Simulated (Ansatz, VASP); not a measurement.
**One calculation of TlCl, two programs**

INCAR

```
SYSTEM = TlCl
PREC = Accurate
ENCUT = 500
EDIFF = 1E-7
ISMEAR = 0
SIGMA = 0.02
LREAL = .FALSE.
LASPH = .TRUE.
NELM = 120
ALGO = Normal
ISIF = 3
LWAVE = .FALSE.
LCHARG = .FALSE.
GGA = PE
IBRION = 2
NSW = 100
EDIFFG = -0.005
GGA_COMPAT = .FALSE.
NELMIN = 4
```

Contents of KPOINTS:

```
regular mesh
0
G
  8 8 8
  0 0 0
```

File POSCAR:

```
TlCl
1.0
    3.8374673800      0.0000000000      0.0000000000
    0.0000000000      3.8374673800      0.0000000000
    0.0000000000      0.0000000000      3.8374673800
Tl Cl
1 1
Direct
    0.0000000000      0.0000000000      0.0000000000
    0.5000000000      0.5000000000      0.5000000000
```

Input for Ansatz:

```yaml
crystal:
  lattice:
    - [3.83746738, 0.0, 0.0]
    - [0.0, 3.83746738, 0.0]
    - [0.0, 0.0, 3.83746738]
  atoms:
    - { symbol: Tl, position: [0.0, 0.0, 0.0] }
    - { symbol: Cl, position: [0.5, 0.5, 0.5] }
basis:
  ecutwfc: 420
kpoints:
  mp_grid: { grid: [8, 8, 8] }
hamiltonian:
  xc: pbe
scf:
  occupations: { method: gaussian, width: 0.02 }
output:
  forces: true
  stress: true
  eigenvalues: true
  write_density: true
  write_potential: true
  elf: true
  volumetric_format: npy
relax:
  adjacent_minimum: "off"
  f_tol: 0.005
  max_steps: 80
  cell: { stress_tol: 0.05 }
```

Alike in both runs: task relaxation of cell and atoms; functional PBE; k mesh 8 × 8 × 8; occupations gaussian, width 0.02 eV; no spin polarisation.

|  | VASP | Ansatz |
| --- | --- | --- |
| version | VASP 6.6.1 | Ansatz 0.2.0 |
| potentials or method | VASP PAW PBE potentials, release 64 (Tl_d, Cl), cutoff 500 eV | scalar-relativistic, plane waves, PAW |
| valence electrons in the cell | 20 | 20 |

|  | VASP | Ansatz | Ansatz less VASP |
| --- | --- | --- | --- |
| gap on the k mesh at the Fermi level, each at its own relaxed structure (eV) | 2.20 | 2.19 | -0.006 |
| relaxed volume (Å³/atom) | 29.59 | 29.60 | +0.008 |
| relaxed cell length with the largest relative difference (Å) | 3.897 | 3.897 | +0.0003 |

Spin-orbit coupling is off throughout.
